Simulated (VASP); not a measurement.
Here is a VASP 6.6.1 calculation.

File INCAR:

```
ALGO = Normal
EDIFF = 1E-6
ENCUT = 520
GGA = CA
ISIF = 2
ISMEAR = 0
ISPIN = 2
LASPH = T
LCHARG = T
LELF = T
LMAXMIX = 4
LORBIT = 11
LREAL = F
LVHAR = T
LWAVE = F
MAGMOM = 0.5 0.5 0.5 0
NBANDS = 32
NELM = 150
NUPDOWN = 1.5
PREC = Accurate
SIGMA = 0.15
```

File KPOINTS:

```
k-points
0
Gamma
  18 18 6
```

File POSCAR:

```
Ti3Al
1.0
    2.8609400878      0.0000000000      0.0000000000
   -1.4304700439      2.4776467948      0.0000000000
    0.0000000000      0.0000000000      9.0513401320
Ti Al
3 1
Direct
    0.6666666667      0.3333333333      0.0000000000
    0.3333333333      0.6666666667      0.7515223655
    0.3333333333      0.6666666667      0.2484776345
    0.6666666667      0.3333333333      0.5000000000
```

Potentials or basis: VASP PAW LDA potentials, release 64 (Ti_sv, Al).

The run is started by

```bash
$ cat potpaw_LDA.64/Ti_sv/POTCAR potpaw_LDA.64/Al/POTCAR > POTCAR
$ mpirun -np 1 vasp_std > vasp.out
```

Question: Estimate the largest force.

Answer: 0.115 eV/Å.

Question: What does it give for the pressure?

Answer: 0.2 GPa.

Stress tensor (GPa, compression positive):
```
-0.35  0.00  0.00
 0.00 -0.35  0.00
 0.00  0.00  1.42
```

Caveat: the total moment is fixed, so each spin has its own Fermi level and the state may be an excited one.
